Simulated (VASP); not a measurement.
Set up this calculation in VASP 6.6.1, as the native input.

```
Task                   : single point
Functional             : PBEsol
Potentials or basis    : VASP PAW PBE potentials, release 64 (Zn)
Cutoff                 : 520 eV
k mesh                 : 20 × 20 × 20
Occupations            : gaussian, width 0.15 eV
Spin                   : no spin polarisation
Dipole correction      : no
Further INCAR settings : ALGO = Fast; EDIFF = 1e-06; NBANDS = 12
```

The structure of Zn lies in POSCAR:

```
Zn
1.0
   -1.5453752463      1.5300745013      1.5912774814
    1.5453752463     -1.5300745013      1.5912774814
    1.5453752463      1.5300745013     -1.5912774814
Zn
1
Direct
    0.0000000000      0.0000000000      0.0000000000
```

This cell differs from its parent crystal: normal strain along x +0.0100, normal strain along z +0.0400.

One way to write it, as run:

INCAR

```
SYSTEM = Zn
ALGO = Fast ; EDIFF = 1E-6
ENCUT = 520 ; GGA = PS
ISIF = 2 ; ISMEAR = 0
LASPH = .TRUE. ; LCHARG = .TRUE.
LELF = .TRUE. ; LREAL = .FALSE.
LVHAR = .TRUE. ; LWAVE = .FALSE.
NBANDS = 12 ; NELM = 80
PREC = Accurate ; SIGMA = 0.15
```

KPOINTS

```
k-points
0
G
  20 20 20
  0 0 0
```

Potentials or basis: VASP PAW PBE potentials, release 64 (Zn).

The run is started by

```bash
$ cat potpaw_PBE.64/Zn/POTCAR > POTCAR
$ mpirun -np 1 vasp_std > vasp.out
```

Results of the run:

The pressure is -3.4 GPa and the band gap on the k mesh is zero (band 6 reaches 6.74 eV, above the bottom of band 7 at 1.99 eV).

Caveat: the cell differs from its parent crystal (normal strain along x +0.0100, normal strain along z +0.0400); the PAW data sets were made with another functional, which shifts forces and pressure a little.

Run time: 65 s on 1 thread of AMD EPYC 9R45 (Zen 5), with other jobs on the host, peak memory 0.26 GiB.
